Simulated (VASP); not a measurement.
# BRu16 (a cell with a defect) in VASP: single point with PBE

Aim: the single point of BRu16 (a cell with a defect) with PBE.

Everything below comes from runs of VASP 6.6.1. Logs are shortened: lines on timing, memory, paths and dates and some standing lists are left out, and cuts for length are marked.

## (1) The cell of the first run

The cell holds a defect, 17 atoms: a = 5.483 Å, b = 5.483 Å, c = 8.709 Å, α = 90.00°, β = 90.00°, γ = 120.00°.

## (2) Single point, PBE

File INCAR:

```
SYSTEM = BRu16
PREC = Accurate
ENCUT = 420
EDIFF = 1E-6
ISMEAR = -1
SIGMA = 0.5
LREAL = .FALSE.
LASPH = .TRUE.
NELM = 120
ALGO = Normal
ISIF = 2
LWAVE = .FALSE.
LCHARG = .FALSE.
GGA = PE
NBANDS = 128
GGA_COMPAT = .FALSE.
```

File KPOINTS:

```
Automatic mesh
0
G
  4 4 2
  0 0 0
```

File POSCAR:

```
BRu16
1.0
    5.4830553700      0.0000000600      0.0000000000
   -2.7415277300      4.7484652100      0.0000000000
    0.0000000000      0.0000000000      8.7086425000
Ru B
16 1
Direct
    0.1668714350      0.3336644410      0.1231886600
    0.3243898174      0.1487573246      0.3657588424
    0.1486081604      0.3245408617      0.6330218516
    0.3335152662      0.1670133285      0.8756000720
    0.1668265048      0.8336333562      0.1143441128
    0.3243853717      0.6760938195      0.3657702105
    0.1668308824      0.8336537839      0.6276034411
    0.3335169154      0.6669506546      0.8755977754
    0.6668116273      0.3336665406      0.1231865931
    0.8334975424      0.1669861555      0.3711802385
    0.6759453072      0.3245334843      0.6330251816
    0.8334934015      0.1669610948      0.8844422078
    0.6668029050      0.8335933370      0.1231883155
    0.8517273208      0.6760982353      0.3657661915
    0.6759496817      0.8518777711      0.6330143877
    0.8334508917      0.6669498059      0.8755990385
    0.5001643736      0.5003005950      0.4993916101
```

Potentials or basis: VASP PAW PBE potentials, release 64 (Ru_pv, B).

Started as:

```console
$ cat potpaw_PBE.64/Ru_pv/POTCAR potpaw_PBE.64/B/POTCAR > POTCAR
$ mpirun -np 1 vasp_std > vasp.out
```

OUTCAR:

```text
SYSTEM = BRu16
   PREC = Accurate
   ENCUT = 420
   EDIFF = 1E-6
   ISMEAR = -1
   LREAL = .FALSE.
   LASPH = .TRUE.
   NELM = 120
   ISIF = 2
   GGA = PE

 ion  position               nearest neighbor table
   1  0.167  0.334  0.123-  12 2.61   2 2.67   6 2.67   8 2.67   4 2.67  10 2.68  13 2.74   9 2.74
                             9 2.74  13 2.74   5 2.74   5 2.74
   2  0.324  0.149  0.366-  17 2.03  14 2.59   6 2.59   5 2.65   1 2.67   9 2.67   7 2.73  10 2.74
                            10 2.74  11 2.86   3 2.86   6 2.89  14 2.89
   3  0.149  0.325  0.633-  17 2.03  11 2.59  15 2.59  12 2.65   8 2.67   4 2.67  10 2.73   7 2.74
                             7 2.74   6 2.86   2 2.86  15 2.89  11 2.89
   4  0.334  0.167  0.876-   5 2.61  11 2.67   3 2.67   9 2.67   1 2.67   7 2.68  16 2.74   8 2.74
                             8 2.74  16 2.74  12 2.74  12 2.74
   5  0.167  0.834  0.114-  16 2.61   8 2.61   4 2.61  14 2.65   2 2.65   6 2.65   9 2.74   1 2.74
                            13 2.74  13 2.74   1 2.74   9 2.74
   6  0.324  0.676  0.366-  17 2.03  14 2.59   2 2.59   5 2.65  13 2.67   1 2.67   7 2.73  10 2.74
                            10 2.74  15 2.86   3 2.86   2 2.89  14 2.89
   7  0.167  0.834  0.628-   4 2.68  16 2.68   8 2.68   6 2.73  14 2.73   2 2.73  15 2.74  11 2.74
                             3 2.74   3 2.74  11 2.74  15 2.74
   8  0.334  0.667  0.876-   5 2.61   3 2.67  15 2.67  13 2.67   1 2.67   7 2.68  16 2.74   4 2.74
                             4 2.74  16 2.74  12 2.74  12 2.74
   9  0.667  0.334  0.123-  12 2.61   2 2.67  14 2.67  16 2.67   4 2.67  10 2.68  13 2.74   1 2.74
                             1 2.74  13 2.74   5 2.74   5 2.74
  10  0.833  0.167  0.371-   9 2.68   1 2.68  13 2.68  15 2.73  11 2.73   3 2.73   2 2.74  14 2.74
                             6 2.74   6 2.74  14 2.74   2 2.74
  11  0.676  0.325  0.633-  17 2.03  15 2.59   3 2.59  12 2.65  16 2.67   4 2.67  10 2.73   7 2.74
                             7 2.74  14 2.86   2 2.86   3 2.89  15 2.89
  12  0.833  0.167  0.884-  13 2.61   1 2.61   9 2.61  15 2.65  11 2.65   3 2.65  16 2.74   8 2.74
                             4 2.74   4 2.74   8 2.74  16 2.74
  13  0.667  0.834  0.123-  12 2.61  14 2.67   6 2.67   8 2.67  16 2.67  10 2.68   1 2.74   9 2.74
                             9 2.74   1 2.74   5 2.74   5 2.74
  14  0.852  0.676  0.366-  17 2.03   6 2.59   2 2.59   5 2.65  13 2.67   9 2.67   7 2.73  10 2.74
                            10 2.74  15 2.86  11 2.86   2 2.89   6 2.89
  15  0.676  0.852  0.633-  17 2.03  11 2.59   3 2.59  12 2.65  16 2.67   8 2.67  10 2.73   7 2.74
                             7 2.74   6 2.86  14 2.86   3 2.89  11 2.89
  16  0.833  0.667  0.876-   5 2.61  11 2.67  15 2.67   9 2.67  13 2.67   7 2.68   8 2.74   4 2.74
                             4 2.74   8 2.74  12 2.74  12 2.74
  17  0.500  0.500  0.499-   2 2.03  11 2.03   3 2.03  14 2.03   6 2.03  15 2.03

  LATTYP: Found a hexagonal cell.
 ALAT       =     5.4830553700
 C/A-ratio  =     1.5882827935

  Lattice vectors:

 A1 = (   5.4830553700,   0.0000000600,   0.0000000000)
 A2 = (  -2.7415277300,   4.7484652100,   0.0000000000)
 A3 = (   0.0000000000,   0.0000000000,   8.7086425000)

Analysis of symmetry for initial positions (statically):
[... 167 lines left out ...]
   IALGO  =     38    algorithm
   IMIX   =      4    mixing-type and parameters
     AMIX     =   0.40;   BMIX     =  1.00
     AMIX_MAG =   1.60;   BMIX_MAG =  1.00
  volume/ion in A,a.u.               =      13.34        90.01
  Fermi-wavevector in a.u.,A,eV,Ry     =   1.637726  3.094854 36.492833  2.682148
  Thomas-Fermi vector in A             =   2.728818
   LORBIT       =      0    0 simple, 1 ext, 2 COOP (PROOUT), +10 PAW based schemes
   GGA     = PE    functional components
   LHFCALC =     F    Hartree Fock is set to
   AEXX    =    0.0000 exact exchange contribution
   IVDW    =     0    specifies the selected vdW correction
   LEPSILON=     F    determine dielectric tensor
   LRPA    =     F    only Hartree local field effects (RPA)
 non-spin polarized calculation
  energy-cutoff  :      420.00
  volume of cell :      226.74
 maximum number of plane-waves:      4450
 NGX is ok and might be reduce to    40
   NGX = 19   NGY = 19   NGZ = 29

 number of electron     227.0000037 magnetization

 Free energy of the ion-electron system (eV)
  ---------------------------------------------------
  ext. energy  EPLUGINS =         0.00000000
  ---------------------------------------------------
  free energy    TOTEN  =      -160.11803890 eV

  energy without entropy =     -146.78489947  energy(sigma->0) =     -153.45146918

 E-fermi :  12.5240     XC(G=0): -13.9645

 val. band max:       12.5185401446   @ k =   0.5000   0.0000   0.5000
 cond. band min:      12.5463309956   @ k =   0.5000   0.5000   0.0000
 fundamental gap:      0.0277908509
 Fermi energy:        12.5239981479

 k-point     1 :       0.0000    0.0000    0.0000
  band No.  band energies     occupation
      1     -31.1072      2.00000
      2     -31.0596      2.00000
      3     -31.0199      2.00000
      4     -30.9454      2.00000
      5     -30.9453      2.00000
      6     -30.9430      2.00000
[... 2549 lines left out ...]
    124      13.2752      0.36413
    125      13.3272      0.33416
 [bands above 125 left out]

------------------------ aborting loop because EDIFF is reached ----------------------------------------

  FORCE on cell =-STRESS in cart. coord.  units (eV):
  Direction    XX          YY          ZZ          XY          YZ          ZX
  --------------------------------------------------------------------------------------
  -------------------------------------------------------------------------------------
  Total       13.0455080     13.0474898     15.4729811     -0.0011018      0.0010950      0.0016532
  in kB       92.1818076     92.1958115    109.3347512     -0.0077853      0.0077371      0.0116815
  external PRESSURE =      97.9041234 kB  Pullay stress =       0.0000000 kB

 VOLUME and BASIS-vectors are now :
 -----------------------------------------------------------------------------
  energy-cutoff  :      420.00
  volume of cell :      226.74
      direct lattice vectors                 reciprocal lattice vectors
     5.483055370  0.000000060  0.000000000     0.182380065  0.105297182  0.000000000
    -2.741527730  4.748465210  0.000000000    -0.000000002  0.210594360  0.000000000
     0.000000000  0.000000000  8.708642500     0.000000000  0.000000000  0.114828459

 POSITION                                       TOTAL-FORCE (eV/Angst)
 -----------------------------------------------------------------------------------
      0.00022      1.58439      1.07281        -0.001145     -0.000640     -0.002355
      1.37082      0.70637      3.18526        -0.000246     -0.045852     -0.019708
     -0.07491      1.54107      5.51276        -0.039293     -0.022913      0.019816
      1.37081      0.79306      7.62529        -0.000011     -0.001251      0.001899
     -1.37071      3.95848      0.99578         0.000177      0.000270     -0.019766
     -0.07491      3.21041      3.18536        -0.039429      0.022813     -0.020177
[... 9 lines left out ...]
      2.74140      3.16699      7.62528         0.001232      0.000820      0.002278
      1.37084      2.37566      4.34902        -0.000219      0.000253      0.000259
 -----------------------------------------------------------------------------------
    total drift:                                0.000094     -0.000020      0.000101

  FREE ENERGIE OF THE ION-ELECTRON SYSTEM (eV)
  ---------------------------------------------------
  free  energy   TOTEN  =      -160.1180388959 eV

  energy  without entropy=     -146.7848994672  energy(sigma->0) =     -153.45146918
```

Wall time 30 min (1 thread of AMD EPYC 7R43 (Zen 3), shared host); peak memory 0.42 GiB.

Results:

```yaml
Free_energy: -160.1180 eV
Pressure: 9.8 GPa
Largest_force: 0.050 eV/Å
Band_gap_on_the_k_mesh: zero (an odd number of electrons rules out a gap without spin polarisation)
```

Forces on the atoms (eV/Å):
```
Ru  -0.001 -0.001 -0.002
Ru   0.000 -0.046 -0.020
Ru  -0.039 -0.023  0.020
Ru   0.000 -0.001  0.002
Ru   0.000  0.000 -0.020
Ru  -0.039  0.023 -0.020
Ru   0.001  0.000  0.014
Ru  -0.001  0.001  0.002
Ru   0.001 -0.001 -0.002
Ru   0.000  0.000 -0.014
Ru   0.039 -0.023  0.020
Ru   0.000  0.000  0.019
Ru   0.000  0.002 -0.002
Ru   0.039  0.023 -0.020
Ru   0.000  0.045  0.020
Ru   0.001  0.001  0.002
B    0.000  0.000  0.000
```

Levels at points of the mesh, in eV from the Fermi level:
| k point | band 112 | band 113 | band 114 | band 115 | band 116 | band 117 |
| --- | --- | --- | --- | --- | --- | --- |
| (0.00, 0.00, 0.00) | 0.41 | 0.45 | 0.45 | 0.94 | 0.94 | 0.97 |
| (0.50, 0.00, 0.00) | -0.74 | -0.55 | -0.37 | -0.11 | 0.02 | 0.26 |
| (0.00, 0.50, 0.00) | -0.74 | -0.55 | -0.37 | -0.11 | 0.02 | 0.26 |
| (0.50, 0.50, 0.00) | -0.74 | -0.55 | -0.37 | -0.11 | 0.02 | 0.26 |
| (0.00, 0.00, 0.50) | 0.61 | 0.66 | 0.66 | 0.83 | 0.83 | 0.84 |
| (0.50, 0.00, 0.50) | -0.43 | -0.41 | -0.37 | -0.36 | -0.23 | -0.14 |
| (0.00, 0.50, 0.50) | -0.43 | -0.41 | -0.37 | -0.36 | -0.23 | -0.14 |
| (0.50, 0.50, 0.50) | -0.43 | -0.41 | -0.37 | -0.36 | -0.23 | -0.14 |

Caveat: the k points lie up to 0.36 Å⁻¹ apart, too coarse for converged energies and pressures of a metal; so wide a smearing shifts energies and pressures.
